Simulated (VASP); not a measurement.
# InGaSe: single point with PBE

InGaSe:

```
In Ga Se
1.0
     4.08402    0.00000    0.00000
     0.00000    4.08402    0.00000
     0.00000    0.00000    4.99873
In Ga Se
1 1 1
Direct
  0.00000 0.00000 0.00000
  0.50000 0.50000 0.00000
  0.50000 0.50000 0.50000
```

```
Program             : VASP 6.6.1
Task                : single point
Functional          : PBE
Potentials or basis : VASP PAW PBE potentials, release 64 (In_d, Ga_d, Se)
Cutoff              : 520 eV
k mesh              : 6 × 6 × 4
Occupations         : gaussian, width 0.1 eV
Spin                : no spin polarisation
```

```json
{
 "Pressure": "0.2 GPa",
 "Band gap on the k mesh": "zero (band 16 reaches 4.61 eV, above the bottom of band 17 at 1.55 eV)"
}
```

Stress tensor (GPa, compression positive):
```
0.23 0.00 0.00
0.00 0.23 0.00
0.00 0.00 0.08
```

Levels at points of the mesh, in eV from the Fermi level:
| k point | band 13 | band 14 | band 15 | band 16 | band 17 | band 18 | band 19 | band 20 |
| --- | --- | --- | --- | --- | --- | --- | --- | --- |
| (0.00, 0.00, 0.00) | -4.30 | -1.46 | -1.46 | 0.08 | 2.30 | 2.30 | 3.60 | 4.78 |
| (0.50, 0.00, 0.00) | -4.84 | -3.81 | -0.97 | -0.81 | 2.09 | 3.70 | 3.70 | 4.45 |
| (0.50, 0.50, 0.00) | -3.59 | -3.59 | -3.56 | -3.28 | 0.32 | 0.32 | 3.65 | 5.68 |
| (0.00, 0.00, 0.50) | -1.59 | -0.60 | -0.60 | 0.62 | 0.62 | 0.81 | 3.22 | 4.51 |
| (0.50, 0.00, 0.50) | -5.29 | -2.79 | -0.39 | 1.06 | 2.95 | 3.84 | 4.02 | 4.06 |
| (0.50, 0.50, 0.50) | -3.30 | -2.33 | -2.33 | -1.99 | -1.99 | 1.66 | 2.66 | 4.66 |

Wall time 22 s on 1 thread of Intel(R) Xeon(R) 6975P-C (Granite Rapids), with other jobs on the host, peak memory 0.22 GiB.

Caveat: spin-orbit coupling is left out, which moves the levels of the heavy elements.
